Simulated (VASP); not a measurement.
# ScTa (Pmma) in VASP: further runs, part 2 of 2

VASP 6.6.1.

## 3. Single point, PBE

This run uses another cell than the first one, of 20.54 Å³/atom.

File INCAR:

```
SYSTEM = ScTa
PREC     = Accurate       ! precision mode
ENCUT    = 520            ! plane-wave cutoff, eV
EDIFF    = 1E-6           ! SCF threshold, eV
ISMEAR   = 0              ! smearing method
SIGMA    = 0.1            ! smearing width, eV
LREAL    = .FALSE.        ! projectors in reciprocal space
LASPH    = .TRUE.         ! aspherical terms in the spheres
NELM     = 80             ! most SCF steps
ALGO     = Normal         ! electronic algorithm
ISIF     = 2              ! what is computed and relaxed
LWAVE    = .FALSE.        ! write WAVECAR
LCHARG   = .FALSE.        ! write CHGCAR
GGA      = PE             ! functional
NBANDS   = 30             ! bands
```

File KPOINTS:

```
Automatic mesh
0
G
  4 6 4
  0 0 0
```

File POSCAR:

```
ScTa
1.0
    4.9257584263      0.0000000000      0.0000000000
    0.0000000000      2.9881224359      0.0000000000
    0.0000000000      0.0000000000      5.5816924407
Sc Ta
2 2
Direct
    0.7500000000      0.0000000000      0.6510074879
    0.2500000000      0.0000000000      0.3489925121
    0.7500000000      0.5000000000      0.1276710369
    0.2500000000      0.5000000000      0.8723289631
```

Potentials or basis: VASP PAW PBE potentials, release 64 (Sc_sv, Ta_pv).

The run is started by

```console
$ cat potpaw_PBE.64/Sc_sv/POTCAR potpaw_PBE.64/Ta_pv/POTCAR > POTCAR
$ mpirun -np 1 vasp_std > vasp.out
```

OUTCAR:

```text
SYSTEM = ScTa
   PREC = Accurate
   ENCUT = 520
   EDIFF = 1E-6
   ISMEAR = 0
   LREAL = .FALSE.
   LASPH = .TRUE.
   NELM = 80
   ISIF = 2
   GGA = PE

 ion  position               nearest neighbor table
   1  0.750  0.000  0.651-   2 2.98   2 2.98   3 3.05   3 3.05   4 3.13   4 3.13   4 3.13   4 3.13
                             3 3.28   3 3.28
   2  0.250  0.000  0.349-   1 2.98   1 2.98   4 3.05   4 3.05   3 3.13   3 3.13   3 3.13   3 3.13
                             4 3.28   4 3.28
   3  0.750  0.500  0.128-   4 2.85   4 2.85   1 3.05   1 3.05   2 3.13   2 3.13   2 3.13   2 3.13
                             1 3.28   1 3.28
   4  0.250  0.500  0.872-   3 2.85   3 2.85   2 3.05   2 3.05   1 3.13   1 3.13   1 3.13   1 3.13
                             2 3.28   2 3.28

  LATTYP: Found a simple orthorhombic cell.
 ALAT       =     2.9881224359
 B/A-ratio  =     1.6484459830
 C/A-ratio  =     1.8679597508

  Lattice vectors:

 A1 = (   0.0000000000,  -2.9881224359,   0.0000000000)
 A2 = (   4.9257584263,   0.0000000000,   0.0000000000)
 A3 = (   0.0000000000,   0.0000000000,   5.5816924407)

Analysis of symmetry for initial positions (statically):
=====================================================================
 Subroutine PRICEL returns:
 Original cell was already a primitive cell.

 Routine SETGRP: Setting up the symmetry group for a
 simple orthorhombic supercell.

 Subroutine GETGRP returns: Found  8 space group operations
 (whereof  4 operations were pure point group operations)
 out of a pool of  8 trial point group operations.

The static configuration has the point symmetry C_2h.
 The point group associated with its full space group is D_2h.

Analysis of symmetry for dynamics (positions and initial velocities):
=====================================================================
 Subroutine PRICEL returns:
 Original cell was already a primitive cell.

 Routine SETGRP: Setting up the symmetry group for a
 simple orthorhombic supercell.

 Subroutine GETGRP returns: Found  8 space group operations
[... 124 lines left out ...]
   EFERMI_NEDOS =   21; number of points for ismear=-14 and -15
   IALGO  =     38    algorithm
   IMIX   =      4    mixing-type and parameters
     AMIX     =   0.40;   BMIX     =  1.00
     AMIX_MAG =   1.60;   BMIX_MAG =  1.00
  volume/ion in A,a.u.               =      20.54       138.60
  Fermi-wavevector in a.u.,A,eV,Ry     =   1.329474  2.512342 24.048321  1.767502
  Thomas-Fermi vector in A             =   2.458634
   LORBIT       =      0    0 simple, 1 ext, 2 COOP (PROOUT), +10 PAW based schemes
   GGA     = PE    functional components
   LHFCALC =     F    Hartree Fock is set to
   AEXX    =    0.0000 exact exchange contribution
   IVDW    =     0    specifies the selected vdW correction
   LEPSILON=     F    determine dielectric tensor
   LRPA    =     F    only Hartree local field effects (RPA)
 non-spin polarized calculation
 Gauss-broadening in eV      SIGMA  =   0.10
  energy-cutoff  :      520.00
  volume of cell :       82.16
 maximum number of plane-waves:      2242
 NGX is ok and might be reduce to    40
   NGX = 19   NGY = 11   NGZ = 21

 number of electron      43.9999997 magnetization

 Free energy of the ion-electron system (eV)
  ---------------------------------------------------
  ext. energy  EPLUGINS =         0.00000000
  ---------------------------------------------------
  free energy    TOTEN  =       -35.47539800 eV

  energy without entropy =      -35.45076452  energy(sigma->0) =      -35.46308126

 E-fermi :   4.7838     XC(G=0): -11.2902

 val. band max:        4.7640278176   @ k =   0.2500   0.3333   0.2500
 cond. band min:       4.7883365080   @ k =   0.0000   0.0000   0.2500
 fundamental gap:      0.0243086905
 Fermi energy:         4.7838448015

 k-point     1 :       0.0000    0.0000    0.0000
  band No.  band energies     occupation
      1     -44.3318      2.00000
      2     -44.2732      2.00000
      3     -29.6654      2.00000
      4     -29.3871      2.00000
      5     -29.2506      2.00000
      6     -29.0654      2.00000
[... 781 lines left out ...]
     29       7.5224      0.00000
     30       7.5224      0.00000

 [... further k-points ...]
[... 5 lines left out ...]
  --------------------------------------------------------------------------------------
  -------------------------------------------------------------------------------------
  Total        0.0251705     -0.0159297      0.1644724      0.0000000      0.0000000      0.0000000
  in kB        0.4908682     -0.3106561      3.2074975      0.0000000      0.0000000      0.0000000
  external PRESSURE =       1.1292365 kB  Pullay stress =       0.0000000 kB

 VOLUME and BASIS-vectors are now :
 -----------------------------------------------------------------------------
  energy-cutoff  :      520.00
  volume of cell :       82.16
      direct lattice vectors                 reciprocal lattice vectors
     4.925758426  0.000000000  0.000000000     0.203014422  0.000000000  0.000000000
     0.000000000  2.988122436  0.000000000     0.000000000  0.334658309  0.000000000
     0.000000000  0.000000000  5.581692441     0.000000000  0.000000000  0.179157130

 POSITION                                       TOTAL-FORCE (eV/Angst)
 -----------------------------------------------------------------------------------
      3.69432      0.00000      3.63372         0.000000      0.000000      0.015618
      1.23144      0.00000      1.94797        -0.000000      0.000000     -0.015618
      3.69432      1.49406      0.71262        -0.000000      0.000000     -0.012634
      1.23144      1.49406      4.86907        -0.000000     -0.000000      0.012634
 -----------------------------------------------------------------------------------
    total drift:                               -0.000000     -0.000000      0.000000

  FREE ENERGIE OF THE ION-ELECTRON SYSTEM (eV)
  ---------------------------------------------------
  free  energy   TOTEN  =       -35.4753980035 eV

  energy  without entropy=      -35.4507645196  energy(sigma->0) =      -35.46308126
```

stdout:

```text
POSCAR found type information on POSCAR ScTa
 POSCAR found :  2 types and       4 ions
 scaLAPACK will be used
 LDA part: xc-table for (Slater+PW92), standard interpolation
 POSCAR, INCAR and KPOINTS ok, starting setup
 FFT: planning ... GRIDC
 FFT: planning ... GRID_SOFT
 FFT: planning ... GRID
 WAVECAR not read
 entering main loop
```

Wall time 35 s (1 thread of Intel Xeon 6975P-C (Granite Rapids), shared host); peak memory 0.23 GiB.

What came out:

```
Free energy            : -35.4754 eV
Pressure               : 0.1 GPa
Largest force          : 0.016 eV/Å
Band gap on the k mesh : zero (bands 22 and 23 overlap by 0.65 eV)
```

Forces on the atoms (eV/Å):
```
Sc   0.000  0.000  0.016
Sc   0.000  0.000 -0.016
Ta   0.000  0.000 -0.013
Ta   0.000  0.000  0.013
```

Stress tensor (GPa, compression positive):
```
 0.05  0.00  0.00
 0.00 -0.03  0.00
 0.00  0.00  0.32
```

Caveat: spin-orbit coupling is left out, which moves the levels of the heavy elements.

## 4. Relaxation of cell and atoms, PBE

File INCAR:

```
PREC     = Accurate       # precision mode
ENCUT    = 600            # plane-wave cutoff, eV
EDIFF    = 1E-6           # SCF threshold, eV
ISMEAR   = 0              # smearing method
SIGMA    = 0.1            # smearing width, eV
LREAL    = False          # projectors in reciprocal space
LASPH    = True           # aspherical terms in the spheres
NELM     = 60             # most SCF steps
ALGO     = Normal         # electronic algorithm
ISIF     = 3              # what is computed and relaxed
LWAVE    = False          # write WAVECAR
LCHARG   = False          # write CHGCAR
GGA      = PE             # functional
IBRION   = 2              # ionic algorithm
NSW      = 90             # ionic steps
EDIFFG   = -0.04          # ionic threshold
```

File KPOINTS:

```
regular mesh
0
Gamma
  4 6 4
```

File POSCAR:

```
ScTa
1.0
    4.7457689447      0.0000000000      0.0000000000
    0.0000000000      3.1405823899      0.0000000000
    0.0000000000      0.0000000000      4.8454699730
Sc Ta
2 2
Direct
    0.7500000000      0.0000000000      0.6870000000
    0.2500000000      0.0000000000      0.3130000000
    0.7500000000      0.5000000000      0.1880000000
    0.2500000000      0.5000000000      0.8120000000
```

The run is started by

```console
$ cat potpaw_PBE.64/Sc_sv/POTCAR potpaw_PBE.64/Ta_pv/POTCAR > POTCAR
$ mpirun -np 1 vasp_std > vasp.out
```

Wall time 6.4 min (1 thread of Intel Xeon 6975P-C (Granite Rapids), shared host); peak memory 0.27 GiB.

Results (log left out):

```yaml
Free_energy: -35.4731 eV
Relaxed_volume: 20.57 Å³/atom
Relaxed_cell: a = 4.920 Å, b = 2.989 Å, c = 5.595 Å, α = 90.00°, β = 90.00°, γ = 90.00°
Space_group_after_relaxing_to_0.1_Å: Pmma (No. 51)
Energy_gained_by_relaxing: 244.2 meV/atom
Ionic_steps: 20
Pressure_after_relaxing: 0.1 GPa
Largest_force_after_relaxing: 0.018 eV/Å
Band_gap_on_the_k_mesh: zero (bands 22 and 23 overlap by 0.66 eV)
```

Forces in eV/Å, atoms in the order of the input:
```
Sc   0.000  0.000 -0.018
Sc   0.000  0.000  0.018
Ta   0.000  0.000  0.016
Ta   0.000  0.000 -0.016
```

Stress tensor (GPa, compression positive):
```
 0.23  0.00  0.00
 0.00 -0.05  0.00
 0.00  0.00  0.14
```

The path:
```csv
step,energy change (eV),largest force (eV/Å),pressure (GPa),volume (Å³)
1,0.0000,1.3296,16.11,72.22
2,-0.2162,0.9385,-11.26,92.84
3,-0.5700,1.0155,-1.96,82.94
4,-0.5702,1.0192,-1.67,82.72
5,-0.6976,0.6231,-0.40,82.04
6,-0.7381,0.6349,1.12,81.42
7,-0.7400,0.7033,1.55,81.26
8,-0.8190,0.5959,-1.04,83.38
9,-0.8452,0.4705,-2.96,85.09
10,-0.8963,0.4125,-1.82,84.14
11,-0.9631,0.2185,1.93,81.26
12,-0.9647,0.2723,1.27,81.76
13,-0.9650,0.2550,1.46,81.60
14,-0.9723,0.0738,0.14,82.39
15,-0.9729,0.0745,0.40,82.23
16,-0.9755,0.0602,-0.04,82.54
17,-0.9757,0.0542,-0.21,82.65
18,-0.9762,0.0472,-0.04,82.47
19,-0.9765,0.0379,0.22,82.23
20,-0.9768,0.0175,0.10,82.27
```

Final structure:
```yaml
crystal:
  lattice:
    - [4.91975, 0.00000, 0.00000]
    - [0.00000, 2.98883, 0.00000]
    - [0.00000, 0.00000, 5.59473]
  atoms:
    - { symbol: Sc, position: [0.75000, 0.00000, 0.65188] }
    - { symbol: Sc, position: [0.25000, 0.00000, 0.34812] }
    - { symbol: Ta, position: [0.75000, 0.50000, 0.12685] }
    - { symbol: Ta, position: [0.25000, 0.50000, 0.87315] }
```

Levels at points of the mesh, in eV from the Fermi level:
| k point | band 18 | band 19 | band 20 | band 21 | band 22 | band 23 | band 24 | band 25 | band 26 |
| --- | --- | --- | --- | --- | --- | --- | --- | --- | --- |
| (0.00, 0.00, 0.00) | -2.42 | -1.36 | -1.07 | -0.20 | 0.35 | 0.86 | 1.04 | 1.29 | 1.34 |
| (0.50, 0.00, 0.00) | -3.01 | -1.14 | -1.14 | 0.55 | 0.55 | 0.78 | 0.78 | 1.43 | 1.43 |
| (0.00, 0.50, 0.00) | -1.58 | -1.34 | -1.33 | -1.18 | -0.73 | 0.17 | 0.53 | 0.97 | 1.21 |
| (0.50, 0.50, 0.00) | -2.09 | -0.82 | -0.82 | -0.61 | -0.61 | -0.11 | -0.11 | 0.84 | 0.84 |
| (0.00, 0.00, 0.50) | -1.94 | -0.95 | -0.75 | -0.53 | -0.48 | 0.77 | 0.83 | 0.84 | 0.97 |
| (0.50, 0.00, 0.50) | -2.83 | -1.21 | -1.21 | -0.59 | -0.59 | 0.50 | 0.50 | 0.91 | 0.91 |
| (0.00, 0.50, 0.50) | -2.32 | -2.11 | -1.54 | -0.34 | -0.09 | 0.36 | 0.84 | 1.47 | 1.52 |
| (0.50, 0.50, 0.50) | -2.61 | -1.13 | -1.13 | -0.81 | -0.81 | 1.24 | 1.24 | 1.81 | 1.81 |

Caveat: a cell axis changed by over 15 % at a fixed basis, so the end point is rough; spin-orbit coupling is left out, which moves the levels of the heavy elements.

## 5. Single point, PBE

This run uses another cell than the first one, of 20.55 Å³/atom.

File INCAR:

```
PREC = Accurate ; ENCUT = 520
EDIFF = 1E-6 ; ISMEAR = 0
SIGMA = 0.1 ; LREAL = F
LASPH = T ; NELM = 80
ALGO = Fast ; ISIF = 2
LWAVE = F ; LCHARG = T
GGA = PE ; LELF = T
LVHAR = T ; NBANDS = 30
```

File KPOINTS:

```
regular mesh
0
Gamma
  10 16 8
```

File POSCAR:

```
ScTa
1.0
    4.9186350854      0.0000000000      0.0000000000
    0.0000000000      2.9801522216      0.0000000000
    0.0000000000      0.0000000000      5.6075056788
Sc Ta
2 2
Direct
    0.7500000000      0.0000000000      0.6504725098
    0.2500000000      0.0000000000      0.3495274902
    0.7500000000      0.5000000000      0.1255012864
    0.2500000000      0.5000000000      0.8744987136
```

The run is started by

```console
$ cat potpaw_PBE.64/Sc_sv/POTCAR potpaw_PBE.64/Ta_pv/POTCAR > POTCAR
$ mpirun -np 1 vasp_std > vasp.out
```

Wall time 5.6 min (1 thread of Intel Xeon 6975P-C (Granite Rapids), shared host); peak memory 0.64 GiB.

It converged, with:

```yaml
Free_energy: -35.4912 eV
Pressure: 0.1 GPa
Largest_force: 0.006 eV/Å
Band_gap_on_the_k_mesh: zero (bands 22 and 23 overlap by 0.95 eV)
```

Forces on the atoms (eV/Å):
```
Sc   0.000  0.000 -0.005
Sc   0.000  0.000  0.005
Ta   0.000  0.000 -0.006
Ta   0.000  0.000  0.006
```

Levels at points of the mesh, in eV from the Fermi level:
| k point | band 18 | band 19 | band 20 | band 21 | band 22 | band 23 | band 24 | band 25 | band 26 | band 27 |
| --- | --- | --- | --- | --- | --- | --- | --- | --- | --- | --- |
| (0.00, 0.00, 0.00) | -2.43 | -1.34 | -1.11 | -0.27 | 0.29 | 0.84 | 0.98 | 1.23 | 1.36 | 1.73 |
| (0.50, 0.00, 0.00) | -3.04 | -1.16 | -1.16 | 0.53 | 0.53 | 0.74 | 0.74 | 1.22 | 1.22 | 1.45 |
| (0.00, 0.50, 0.00) | -1.58 | -1.38 | -1.33 | -1.20 | -0.76 | 0.14 | 0.52 | 0.98 | 1.19 | 1.35 |
| (0.50, 0.50, 0.00) | -2.10 | -0.85 | -0.85 | -0.63 | -0.63 | -0.13 | -0.13 | 0.83 | 0.83 | 2.11 |
| (0.00, 0.00, 0.50) | -1.96 | -0.98 | -0.74 | -0.58 | -0.50 | 0.71 | 0.78 | 0.79 | 0.92 | 1.64 |
| (0.50, 0.00, 0.50) | -2.86 | -1.23 | -1.23 | -0.62 | -0.62 | 0.46 | 0.46 | 0.87 | 0.87 | 1.94 |
| (0.00, 0.50, 0.50) | -2.33 | -2.12 | -1.58 | -0.34 | -0.09 | 0.37 | 0.83 | 1.44 | 1.51 | 1.78 |
| (0.50, 0.50, 0.50) | -2.62 | -1.17 | -1.17 | -0.84 | -0.84 | 1.21 | 1.21 | 1.79 | 1.79 | 2.59 |

Caveat: spin-orbit coupling is left out, which moves the levels of the heavy elements.

## 6. Summary

| task | cell | k mesh | cutoff (eV) | gap on the mesh (eV) | pressure (GPa) | largest force (eV/Å) |
| --- | --- | --- | --- | --- | --- | --- |
| single point | a = 4.746, b = 3.141, c = 4.845 Å, 4 atoms, atomic positions A | 4 × 6 × 4 | 520 | none | 16.1 | 1.33 |
| single point | a = 4.926, b = 2.988, c = 5.582 Å, 4 atoms, atomic positions B | 4 × 6 × 4 | 520 | none | 0.1 | 0.02 |
| relaxation of cell and atoms | relaxed from a = 4.746, b = 3.141, c = 4.845 Å, 4 atoms, atomic positions A | 4 × 6 × 4 | 600 | none | 0.1 | 0.02 |
| single point | a = 4.919, b = 2.980, c = 5.608 Å, 4 atoms, atomic positions C | 10 × 16 × 8 | 520 | none | 0.1 | 0.01 |

Alike in all rows: level PBE; potentials or basis VASP PAW PBE potentials, release 64 (Sc_sv, Ta_pv); no spin polarisation; smearing gaussian 0.1 eV.

Caveats: spin-orbit coupling is left out, which moves the levels of the heavy elements; the cell stands under pressure (at least some runs); forces of over 1 eV/Å act on the atoms, so gaps and moduli don't describe the material at rest (at least some runs); a cell axis changed by over 15 % at a fixed basis, so the end point is rough (at least some runs).

Total energies depend on the potentials used, so only differences within one code and one set of settings carry meaning.
